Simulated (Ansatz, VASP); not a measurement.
One calculation of Mo, two programs

File INCAR:

```
SYSTEM = Mo
PREC = Accurate ; ENCUT = 500
EDIFF = 1E-6 ; ISMEAR = 1
SIGMA = 0.1 ; LREAL = .False.
LASPH = .True. ; NELM = 120
ALGO = Normal ; ISIF = 2
LWAVE = .False. ; LCHARG = .False.
GGA = PE ; NBANDS = 126
GGA_COMPAT = .False.
```

File KPOINTS:

```
Automatic mesh
0
Gamma
  5 5 5
  0 0 0
```

Contents of POSCAR:

```
Mo
1.0
    6.3226243330      0.0000000000      0.0000000000
    0.0000000000      6.3226243330      0.0000000000
    0.0000000000      0.0000000000      6.3226243330
Mo
16
Direct
    0.0000000000      0.0000000000      0.0000000000
    0.2500000000      0.2500000000      0.2500000000
    0.0000000000      0.0000000000      0.5000000000
    0.2500000000      0.2500000000      0.7500000000
    0.0000000000      0.5000000000      0.0000000000
    0.2500000000      0.7500000000      0.2500000000
    0.0000000000      0.5000000000      0.5000000000
    0.2500000000      0.7500000000      0.7500000000
    0.5000000000      0.0000000000      0.0000000000
    0.7500000000      0.2500000000      0.2500000000
    0.5000000000      0.0000000000      0.5000000000
    0.7500000000      0.2500000000      0.7500000000
    0.5000000000      0.5000000000      0.0000000000
    0.7500000000      0.7500000000      0.2500000000
    0.5000000000      0.5000000000      0.5000000000
    0.7500000000      0.7500000000      0.7500000000
```

Input for Ansatz:

```yaml
crystal:
  lattice:
    - [6.322624333, 0.0, 0.0]
    - [0.0, 6.322624333, 0.0]
    - [0.0, 0.0, 6.322624333]
  atoms:
    - { symbol: Mo, position: [0.0, 0.0, 0.0] }
    - { symbol: Mo, position: [0.25, 0.25, 0.25] }
    - { symbol: Mo, position: [0.0, 0.0, 0.5] }
    - { symbol: Mo, position: [0.25, 0.25, 0.75] }
    - { symbol: Mo, position: [0.0, 0.5, 0.0] }
    - { symbol: Mo, position: [0.25, 0.75, 0.25] }
    - { symbol: Mo, position: [0.0, 0.5, 0.5] }
    - { symbol: Mo, position: [0.25, 0.75, 0.75] }
    - { symbol: Mo, position: [0.5, 0.0, 0.0] }
    - { symbol: Mo, position: [0.75, 0.25, 0.25] }
    - { symbol: Mo, position: [0.5, 0.0, 0.5] }
    - { symbol: Mo, position: [0.75, 0.25, 0.75] }
    - { symbol: Mo, position: [0.5, 0.5, 0.0] }
    - { symbol: Mo, position: [0.75, 0.75, 0.25] }
    - { symbol: Mo, position: [0.5, 0.5, 0.5] }
    - { symbol: Mo, position: [0.75, 0.75, 0.75] }
basis:
  ecutwfc: 420
  xc_grid: 2
hamiltonian:
  xc: pbe
  pseudopotentials: { kind: paw, azcp: { folder: soft_1 } }
kpoints:
  mp_grid: { grid: [5, 5, 5] }
scf:
  occupations: { method: methfessel_paxton, width: 0.1 }
  max_iter: 120
output:
  forces: true
  stress: true
```

Alike in both runs: task single point; functional PBE; k mesh 5 × 5 × 5; occupations methfessel-paxton of order 1, width 0.1 eV; no spin polarisation.

|  | VASP | Ansatz |
| --- | --- | --- |
| version | VASP 6.6.1 | Ansatz 0.2.0 |
| potentials or method | VASP PAW PBE potentials, release 64 (Mo_sv), cutoff 500 eV | plane-wave PAW DFT |
| valence electrons in the cell | 224 | 224 |

```tsv
	VASP	Ansatz	Ansatz less VASP
pressure (GPa)	0.2	-0.3	-0.51
```

The functional is the same, so the differences come from potentials, cutoffs and numerics.
